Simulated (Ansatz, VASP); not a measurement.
# Ga in VASP and in Ansatz

```xyz
4
Lattice="2.9941 0.0000 0.0000 -1.4970 2.5929 0.0000 0.0000 0.0000 9.7758" Properties=species:S:1:pos:R:3 pbc="T T T"
Ga    2.9941    0.0000    9.7758
Ga    2.9941    0.0000    4.8879
Ga    0.0000    1.7286    2.4439
Ga    1.4970    0.8643    7.3318
```

Alike in both runs: functional PBE; k mesh 12 × 12 × 4; occupations fermi-dirac, width 0.1 eV; no spin polarisation.

Ansatz relaxed the structure, and its values are those at the end. VASP's run is a single point on that final structure, the one shown.

|  | VASP | Ansatz |
| --- | --- | --- |
| version | VASP 6.6.1 | Ansatz 0.2.0 |
| potentials or method | VASP PAW PBE potentials, release 64 (Ga_d), cutoff 520 eV | plane waves (420 eV) with PAW, scalar-relativistic |
| valence electrons in the cell | 52 | 52 |

```tsv
	VASP	Ansatz	Ansatz less VASP
pressure (GPa)	0.0	0.0	-0.03
```

With one functional, cell and mesh, what is left measures potentials, basis and numerics.
